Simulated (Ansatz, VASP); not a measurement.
PbO: VASP beside Ansatz

```
Pb O
1.0
     4.05687    0.00000    0.00000
     0.00000    4.05687    0.00000
     0.00000    0.00000    5.59648
Pb O
2 2
Direct
  0.00000 0.50000 0.21261
  0.50000 0.00000 0.78739
  0.00000 0.00000 0.00000
  0.50000 0.50000 0.00000
```

Alike in both runs: functional PBE; k mesh 8 × 8 × 6; occupations gaussian, width 0.02 eV; no spin polarisation.

Ansatz relaxed the structure, and its values are those at the end. VASP's run is a single point on that final structure, the one shown.

|  | VASP | Ansatz |
| --- | --- | --- |
| version | VASP 6.6.1 | Ansatz 0.2.0 |
| potentials or method | VASP PAW PBE potentials, release 64 (Pb_d, O), cutoff 520 eV | scalar-relativistic, plane waves, PAW |
| valence electrons in the cell | 40 | 40 |

|  | VASP | Ansatz | Ansatz less VASP |
| --- | --- | --- | --- |
| gap on the k mesh at the Fermi level (eV) | 1.80 | 1.81 | +0.001 |
| least direct gap on the mesh (eV) | 1.90 | 1.91 | +0.011 |
| pressure (GPa) | 0.1 | 0.0 | -0.06 |
| rms of the force components (eV/Å) | 0.015 | 0.000 | -0.0150 |

The functional is the same, so the differences come from potentials, cutoffs and numerics.

Spin-orbit coupling is off throughout.
